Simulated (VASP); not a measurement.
# GaN (P6_3mc) in VASP: a series of runs, part 2 of 2

VASP 6.6.1. The steps go on from the part before.

## 4. Single point, r2SCAN

File POSCAR:

```
GaN
1.0
    3.2081339984      0.0000000000      0.0000000000
   -1.6040669992      2.7783255414      0.0000000000
    0.0000000000      0.0000000000      5.1850000000
Ga N
2 2
Direct
    0.3333333333      0.6666666667     -0.0004888218
    0.6666666667      0.3333333333      0.4995111782
    0.3333333333      0.6666666667      0.3774888218
    0.6666666667      0.3333333333      0.8774888218
```

File INCAR.step1:

```
ALGO = Normal
EDIFF = 1E-4
ENCUT = 520
GGA = PE
ISMEAR = 0
LASPH = True
LCHARG = False
LREAL = False
LWAVE = True
NBANDS = 26
NELM = 60
PREC = Accurate
SIGMA = 0.03
```

File INCAR.step2:

```
ALGO = Normal
EDIFF = 1E-6
ENCUT = 520
ISIF = 2
ISMEAR = 0
ISTART = 1
LASPH = True
LCHARG = False
LMIXTAU = True
LREAL = False
LWAVE = False
METAGGA = R2SCAN
NBANDS = 26
NELM = 60
PREC = Accurate
SIGMA = 0.03
```

File KPOINTS:

```
k-points
0
Gamma
  8 8 5
```

Potentials or basis: VASP PAW PBE potentials, release 64 (Ga_d, N).

Started as:

```sh
> cat potpaw_PBE.64/Ga_d/POTCAR potpaw_PBE.64/N/POTCAR > POTCAR
> cp INCAR.step1 INCAR
> mpirun -np 1 vasp_std > vasp.out
> cp INCAR.step2 INCAR
> mpirun -np 1 vasp_std > vasp.out
```

OUTCAR:

```text
EDIFF = 1E-6
   ENCUT = 520
   ISIF = 2
   ISMEAR = 0
   ISTART = 1
   LASPH = True
   LREAL = False
   METAGGA = R2SCAN
   NELM = 60
   PREC = Accurate

 ion  position               nearest neighbor table
   1  0.333  0.667  1.000-   4 1.96   4 1.96   4 1.96   3 1.96
   2  0.667  0.333  0.500-   3 1.96   3 1.96   3 1.96   4 1.96
   3  0.333  0.667  0.377-   2 1.96   2 1.96   2 1.96   1 1.96
   4  0.667  0.333  0.877-   1 1.96   1 1.96   1 1.96   2 1.96

  LATTYP: Found a hexagonal cell.
 ALAT       =     3.2081339984
 C/A-ratio  =     1.6162043115

  Lattice vectors:

 A1 = (   3.2081339984,   0.0000000000,   0.0000000000)
 A2 = (  -1.6040669992,   2.7783255414,   0.0000000000)
 A3 = (   0.0000000000,   0.0000000000,   5.1850000000)

Analysis of symmetry for initial positions (statically):
=====================================================================
 Subroutine PRICEL returns:
 Original cell was already a primitive cell.

 Routine SETGRP: Setting up the symmetry group for a
[... 168 lines left out ...]
  ---------------------------------------------------
  ext. energy  EPLUGINS =         0.00000000
  ---------------------------------------------------
  free energy    TOTEN  =       -43.81753853 eV

  energy without entropy =      -43.81753853  energy(sigma->0) =      -43.81753853

 E-fermi :   5.1091     XC(G=0): -12.5694

 val. band max:        4.9248639315   @ k =   0.0000   0.0000   0.0000
 cond. band min:       7.1741360465   @ k =   0.0000   0.0000   0.0000
 fundamental gap:      2.2492721150
 Fermi energy:         5.1091343076

 k-point     1 :       0.0000    0.0000    0.0000
  band No.  band energies     occupation
      1     -11.7456      2.00000
      2     -10.7833      2.00000
      3      -8.8867      2.00000
      4      -8.8727      2.00000
      5      -8.8727      2.00000
      6      -8.8065      2.00000
[... 685 lines left out ...]
     25      17.2223      0.00000
     26      18.2176      0.00000

 [... further k-points ...]
[... 5 lines left out ...]
  --------------------------------------------------------------------------------------
  -------------------------------------------------------------------------------------
  Total       -0.7913605     -0.7913605     -0.1618276      0.0000000      0.0000000      0.0000000
  in kB      -27.4347215    -27.4347215     -5.6102047      0.0000000      0.0000000      0.0000000
  external PRESSURE =     -20.1598825 kB  Pullay stress =       0.0000000 kB

 VOLUME and BASIS-vectors are now :
 -----------------------------------------------------------------------------
  energy-cutoff  :      520.00
  volume of cell :       46.22
      direct lattice vectors                 reciprocal lattice vectors
     3.208133998  0.000000000  0.000000000     0.311707678  0.179964512  0.000000000
    -1.604066999  2.778325541  0.000000000     0.000000000  0.359929024  0.000000000
     0.000000000  0.000000000  5.185000000     0.000000000  0.000000000  0.192864031

 POSITION                                       TOTAL-FORCE (eV/Angst)
 -----------------------------------------------------------------------------------
     -0.00000      1.85222      5.18247         0.000000      0.000000      0.003842
      1.60407      0.92611      2.58997        -0.000000      0.000000      0.003842
     -0.00000      1.85222      1.95728        -0.000000      0.000000     -0.003842
      1.60407      0.92611      4.54978         0.000000     -0.000000     -0.003842
 -----------------------------------------------------------------------------------
    total drift:                                0.000002      0.000004      0.042660

  FREE ENERGIE OF THE ION-ELECTRON SYSTEM (eV)
  ---------------------------------------------------
  free  energy   TOTEN  =       -43.8175385264 eV

  energy  without entropy=      -43.8175385264  energy(sigma->0) =      -43.81753853
```

Wall time 3.3 min (1 thread of AMD EPYC 7R13, shared host); peak memory 0.15 GiB.

What came out:

- Free energy: -43.8175 eV
- Pressure: -2.0 GPa
- Largest force: 0.004 eV/Å
- Band gap on the k mesh: 2.25 eV

Forces on the atoms (eV/Å):
```
Ga   0.000  0.000  0.004
Ga   0.000  0.000  0.004
N    0.000  0.000 -0.004
N    0.000  0.000 -0.004
```

Levels at points of the mesh, in eV from the valence-band top:
| k point | band 16 | band 17 | band 18 | band 19 | band 20 | band 21 |
| --- | --- | --- | --- | --- | --- | --- |
| (0.00, 0.00, 0.00) | -0.01 | -0.01 | 0.00 | 2.25 | 4.63 | 9.93 |
| (0.50, 0.00, 0.00) | -2.81 | -2.18 | -1.01 | 5.48 | 6.03 | 6.57 |

Caveat: the PAW data sets were made with another functional, which shifts forces and pressure a little.

## 5. Relaxation of the atoms, PBE

File INCAR:

```
SYSTEM = GaN
ALGO = Normal
EDIFF = 1E-6
EDIFFG = -0.003
ENCUT = 520
GGA = PE
IBRION = 2
ISIF = 2
ISMEAR = 0
LASPH = .TRUE.
LCHARG = .FALSE.
LREAL = .FALSE.
LWAVE = .FALSE.
NELM = 80
NSW = 80
PREC = Accurate
SIGMA = 0.05
```

File KPOINTS:

```
k-points
0
G
  8 8 5
  0 0 0
```

File POSCAR:

```
GaN
1.0
    3.2081340000      0.0000000000      0.0000000000
   -1.6040670000      2.7783255400      0.0000000000
    0.0000000000      0.0000000000      5.1850000000
Ga N
2 2
Direct
    0.3333333333      0.6666666667      0.0000000000
    0.6666666667      0.3333333333      0.5000000000
    0.3333333333      0.6666666667      0.3770000000
    0.6666666667      0.3333333333      0.8770000000
```

Potentials or basis: VASP PAW PBE potentials, release 64 (Ga_d, N).

Started as:

```sh
> cat potpaw_PBE.64/Ga_d/POTCAR potpaw_PBE.64/N/POTCAR > POTCAR
> mpirun -np 1 vasp_std > vasp.out
```

OUTCAR:

```text
SYSTEM = GaN
   EDIFF = 1E-6
   EDIFFG = -0.003
   ENCUT = 520
   GGA = PE
   IBRION = 2
   ISIF = 2
   ISMEAR = 0
   LASPH = .TRUE.
   LREAL = .FALSE.
   NELM = 80
   NSW = 80
   PREC = Accurate

 ion  position               nearest neighbor table
   1  0.333  0.667  0.000-   3 1.95   4 1.96   4 1.96   4 1.96
   2  0.667  0.333  0.500-   4 1.95   3 1.96   3 1.96   3 1.96
   3  0.333  0.667  0.377-   1 1.95   2 1.96   2 1.96   2 1.96
   4  0.667  0.333  0.877-   2 1.95   1 1.96   1 1.96   1 1.96

  LATTYP: Found a hexagonal cell.
 ALAT       =     3.2081340000
 C/A-ratio  =     1.6162043107

  Lattice vectors:

 A1 = (   3.2081340000,   0.0000000000,   0.0000000000)
 A2 = (  -1.6040670000,   2.7783255400,   0.0000000000)
 A3 = (   0.0000000000,   0.0000000000,   5.1850000000)

Analysis of symmetry for initial positions (statically):
=====================================================================
 Subroutine PRICEL returns:
 Original cell was already a primitive cell.

 Routine SETGRP: Setting up the symmetry group for a
[... 174 lines left out ...]
  free energy    TOTEN  =       -24.31654260 eV

  energy without entropy =      -24.31654260  energy(sigma->0) =      -24.31654260

------------------------ aborting loop because EDIFF is reached ----------------------------------------

  FORCE on cell =-STRESS in cart. coord.  units (eV):
  Direction    XX          YY          ZZ          XY          YZ          ZX
  --------------------------------------------------------------------------------------
  -------------------------------------------------------------------------------------
  Total        0.6550239      0.6550239      1.4635141      0.0000000      0.0000000      0.0000000
  in kB       22.7082343     22.7082343     50.7368048      0.0000000      0.0000000      0.0000000
  external PRESSURE =      32.0510912 kB  Pullay stress =       0.0000000 kB
[... 63 lines left out ...]
--------------------------------------- Ionic step        3  -------------------------------------------

 number of electron      35.9999968 magnetization

 Free energy of the ion-electron system (eV)
  ---------------------------------------------------
  ext. energy  EPLUGINS =         0.00000000
  ---------------------------------------------------
  free energy    TOTEN  =       -24.31682675 eV

  energy without entropy =      -24.31682675  energy(sigma->0) =      -24.31682675

 E-fermi :   5.4627     XC(G=0): -11.6075

 val. band max:        5.1876962652   @ k =   0.0000   0.0000   0.0000
 cond. band min:       7.0406178857   @ k =   0.0000   0.0000   0.0000
 fundamental gap:      1.8529216206
 Fermi energy:         5.4627287745

 k-point     1 :       0.0000    0.0000    0.0000
  band No.  band energies     occupation
      1     -10.6864      2.00000
      2      -9.8012      2.00000
      3      -8.2326      2.00000
      4      -8.2195      2.00000
      5      -8.2195      2.00000
      6      -8.1594      2.00000
[... 589 lines left out ...]
     21      12.6473      0.00000
     22      13.1490      0.00000

 [... further k-points ...]
[... 5 lines left out ...]
  --------------------------------------------------------------------------------------
  -------------------------------------------------------------------------------------
  Total        0.7087618      0.7087618      1.3597253      0.0000000      0.0000000      0.0000000
  in kB       24.5712057     24.5712057     47.1386747      0.0000000      0.0000000      0.0000000
  external PRESSURE =      32.0936954 kB  Pullay stress =       0.0000000 kB
[... 19 lines left out ...]
  FREE ENERGIE OF THE ION-ELECTRON SYSTEM (eV)
  ---------------------------------------------------
  free  energy   TOTEN  =       -24.3168267522 eV

  energy  without entropy=      -24.3168267522  energy(sigma->0) =      -24.31682675

 reached required accuracy - stopping structural energy minimisation
```

OSZICAR:

```text
N       E                     dE             d eps       ncg     rms          rms(c)
DAV:   1     0.280649689951E+03    0.28065E+03   -0.18660E+04  1364   0.304E+03
DAV:   2     0.724824446665E+01   -0.27340E+03   -0.26477E+03  1480   0.534E+02
[... 18 lines left out ...]
DAV:   5    -0.243168236009E+02   -0.82673E-06   -0.91297E-06  1506   0.241E-02
   2 F= -.24316824E+02 E0= -.24316824E+02  d E =-.280996E-03
       N       E                     dE             d eps       ncg     rms          rms(c)
DAV:   1    -0.243168213725E+02    0.14017E-05   -0.17091E-03  1332   0.319E-01    0.433E-03
DAV:   2    -0.243168267556E+02   -0.53831E-05   -0.55650E-05  1460   0.674E-02    0.292E-03
DAV:   3    -0.243168267522E+02    0.34224E-08   -0.15476E-06  1150   0.125E-02
   3 F= -.24316827E+02 E0= -.24316827E+02  d E =-.284148E-03
```

It took 76 s on 1 thread of AMD EPYC 7R13, shared host; peak memory 0.14 GiB.

What came out:

* Free energy: -24.3168 eV
* Energy gained by relaxing: 0.1 meV/atom
* Ionic steps: 3
* Pressure after relaxing: 3.2 GPa
* Band gap on the k mesh: 1.85 eV

Forces in eV/Å, atoms in the order of the input:
```
Ga   0.000  0.000 -0.002
Ga   0.000  0.000 -0.002
N    0.000  0.000  0.002
N    0.000  0.000  0.002
```

The path:
| step | energy change (eV) | largest force (eV/Å) | pressure (GPa) |
| --- | --- | --- | --- |
| 1 | 0.0000 | 0.0593 | 3.21 |
| 2 | -0.0003 | 0.0064 | 3.21 |
| 3 | -0.0003 | 0.0022 | 3.21 |

Final structure:
```
Ga N
1.0
     3.20813    0.00000    0.00000
    -1.60407    2.77833    0.00000
     0.00000    0.00000    5.18500
Ga N
2 2
Direct
  0.33333 0.66667 0.99951
  0.66667 0.33333 0.49951
  0.33333 0.66667 0.37749
  0.66667 0.33333 0.87749
```

## 6. Relaxation of the atoms, LDA

File INCAR:

```
ALGO = Normal
EDIFF = 1E-6
EDIFFG = -0.003
ENCUT = 520
GGA = CA
IBRION = 2
ISIF = 2
ISMEAR = 0
LASPH = True
LCHARG = False
LREAL = False
LWAVE = False
NELM = 60
NSW = 80
PREC = Accurate
SIGMA = 0.05
```

File KPOINTS:

```
k-points
0
Gamma
  8 8 5
```

POSCAR is that of step 5.

Potentials or basis: VASP PAW LDA potentials, release 64 (Ga_d, N).

Started as:

```sh
> cat potpaw_LDA.64/Ga_d/POTCAR potpaw_LDA.64/N/POTCAR > POTCAR
> mpirun -np 1 vasp_std > vasp.out
```

OUTCAR:

```text
EDIFF = 1E-6
   EDIFFG = -0.003
   ENCUT = 520
   GGA = CA
   IBRION = 2
   ISIF = 2
   ISMEAR = 0
   LASPH = True
   LREAL = False
   NELM = 60
   NSW = 80
   PREC = Accurate

 ion  position               nearest neighbor table
   1  0.333  0.667  0.000-   3 1.95   4 1.96   4 1.96   4 1.96
   2  0.667  0.333  0.500-   4 1.95   3 1.96   3 1.96   3 1.96
   3  0.333  0.667  0.377-   1 1.95   2 1.96   2 1.96   2 1.96
   4  0.667  0.333  0.877-   2 1.95   1 1.96   1 1.96   1 1.96

  LATTYP: Found a hexagonal cell.
 ALAT       =     3.2081340000
 C/A-ratio  =     1.6162043107

  Lattice vectors:

 A1 = (   3.2081340000,   0.0000000000,   0.0000000000)
 A2 = (  -1.6040670000,   2.7783255400,   0.0000000000)
 A3 = (   0.0000000000,   0.0000000000,   5.1850000000)

Analysis of symmetry for initial positions (statically):
[... 260 lines left out ...]
  ---------------------------------------------------
  ext. energy  EPLUGINS =         0.00000000
  ---------------------------------------------------
  free energy    TOTEN  =       -27.86799879 eV

  energy without entropy =      -27.86799879  energy(sigma->0) =      -27.86799879

 E-fermi :   5.1440     XC(G=0): -12.0598

 val. band max:        4.9311738833   @ k =   0.0000   0.0000   0.0000
 cond. band min:       6.8031161709   @ k =   0.0000   0.0000   0.0000
 fundamental gap:      1.8719422876
 Fermi energy:         5.1439617762

 k-point     1 :       0.0000    0.0000    0.0000
  band No.  band energies     occupation
      1     -10.8077      2.00000
      2      -9.9823      2.00000
      3      -8.5963      2.00000
      4      -8.5825      2.00000
      5      -8.5825      2.00000
      6      -8.5231      2.00000
[... 589 lines left out ...]
     21      12.2549      0.00000
     22      12.7517      0.00000

 [... further k-points ...]
[... 5 lines left out ...]
  --------------------------------------------------------------------------------------
  -------------------------------------------------------------------------------------
  Total       -2.3221378     -2.3221378     -1.6090634      0.0000000      0.0000000     -0.0000000
  in kB      -80.5033908    -80.5033906    -55.7826773      0.0000000      0.0000000     -0.0000000
  external PRESSURE =     -72.2631529 kB  Pullay stress =       0.0000000 kB
[... 19 lines left out ...]
  FREE ENERGIE OF THE ION-ELECTRON SYSTEM (eV)
  ---------------------------------------------------
  free  energy   TOTEN  =       -27.8679987926 eV

  energy  without entropy=      -27.8679987926  energy(sigma->0) =      -27.86799879

 reached required accuracy - stopping structural energy minimisation
```

OSZICAR:

```text
N       E                     dE             d eps       ncg     rms          rms(c)
DAV:   1     0.276716393321E+03    0.27672E+03   -0.18681E+04  1364   0.303E+03
DAV:   2     0.349583923090E+01   -0.27322E+03   -0.26475E+03  1466   0.532E+02
[... 23 lines left out ...]
DAV:   5    -0.278679974504E+02   -0.50067E-06   -0.58851E-06  1530   0.196E-02
   2 F= -.27867997E+02 E0= -.27867997E+02  d E =-.191674E-03
       N       E                     dE             d eps       ncg     rms          rms(c)
DAV:   1    -0.278679958693E+02    0.10805E-05   -0.96082E-04  1320   0.239E-01    0.330E-03
DAV:   2    -0.278679988116E+02   -0.29424E-05   -0.30932E-05  1460   0.503E-02    0.215E-03
DAV:   3    -0.278679987926E+02    0.19036E-07   -0.85349E-07  1090   0.903E-03
   3 F= -.27867999E+02 E0= -.27867999E+02  d E =-.193016E-03
```

CONTCAR:

```text
GaN
   1.00000000000000
     3.2081339999999998    0.0000000000000000    0.0000000000000000
    -1.6040669999999999    2.7783255400000000    0.0000000000000000
     0.0000000000000000    0.0000000000000000    5.1849999999999996
  Ga              N
     2     2
Direct
     0.3333333332999970    0.6666666667000030    0.9995896464759759
     0.6666666667000030    0.3333333332999970    0.4995896464759760
     0.3333333332999970    0.6666666667000030    0.3774103535240264
     0.6666666667000030    0.3333333332999970    0.8774103535240265

  0.00000000E+00  0.00000000E+00  0.00000000E+00
  0.00000000E+00  0.00000000E+00  0.00000000E+00
  0.00000000E+00  0.00000000E+00  0.00000000E+00
  0.00000000E+00  0.00000000E+00  0.00000000E+00
```

Wall time 99 s (1 thread of AMD EPYC 7R13, shared host); peak memory 0.13 GiB.

Results:

```yaml
Free_energy: -27.8680 eV
Energy_gained_by_relaxing: 0.0 meV/atom
Ionic_steps: 3
Pressure_after_relaxing: -7.2 GPa
Band_gap_on_the_k_mesh: 1.87 eV
```

Forces on the atoms (eV/Å):
```
Ga   0.000  0.000 -0.002
Ga   0.000  0.000 -0.002
N    0.000  0.000  0.002
N    0.000  0.000  0.002
```

Stress tensor (GPa, compression positive):
```
-8.05  0.00  0.00
 0.00 -8.05  0.00
 0.00  0.00 -5.58
```

The path:
| step | energy change (eV) | largest force (eV/Å) | pressure (GPa) |
| --- | --- | --- | --- |
| 1 | 0.0000 | 0.0492 | -7.25 |
| 2 | -0.0002 | 0.0043 | -7.22 |
| 3 | -0.0002 | 0.0020 | -7.23 |

Final structure:
```xyz
4
Lattice="3.2081 0.0000 0.0000 -1.6041 2.7783 0.0000 0.0000 0.0000 5.1850" Properties=species:S:1:pos:R:3 pbc="T T T"
Ga    0.0000    1.8522    5.1829
Ga    1.6041    0.9261    2.5904
N     0.0000    1.8522    1.9569
N     1.6041    0.9261    4.5494
```

Levels at points of the mesh, in eV from the valence-band top:
```csv
k point,band 15,band 16,band 17,band 18,band 19,band 20,band 21,band 22
"(0.00, 0.00, 0.00)",-1.05,0.00,0.00,0.00,1.87,4.01,9.04,9.59
"(0.50, 0.00, 0.00)",-4.18,-2.75,-2.18,-0.99,4.83,5.42,5.95,8.39
```

## 7. Overview

```tsv
task	level	potentials or basis	cell	smearing	gap on the mesh (eV)	pressure (GPa)
single point	LDA	VASP PAW LDA potentials, release 64 (Ga_d, N)	as given, atomic positions A	gaussian 0.03 eV	1.87	-7.2
single point	r2SCAN	VASP PAW PBE potentials, release 64 (Ga_d, N)	as given, atomic positions B	gaussian 0.05 eV	2.25	-2.0
single point	r2SCAN	VASP PAW PBE potentials, release 64 (Ga_d, N)	as given, atomic positions B	gaussian 0.03 eV	2.25	-2.0
relaxation of the atoms	PBE	VASP PAW PBE potentials, release 64 (Ga_d, N)	atoms relaxed, atomic positions C	gaussian 0.05 eV	1.85	3.2
relaxation of the atoms	LDA	VASP PAW LDA potentials, release 64 (Ga_d, N)	atoms relaxed, atomic positions C	gaussian 0.05 eV	1.87	-7.2
```

Alike in all rows: no spin polarisation; k mesh 8 × 8 × 5; cutoff (eV) 520.

Caveats: the PAW data sets were made with another functional, which shifts forces and pressure a little (at least some runs); the cell stands under tension (at least some runs).

Total energies depend on the potentials used, so only differences within one code and one set of settings carry meaning.
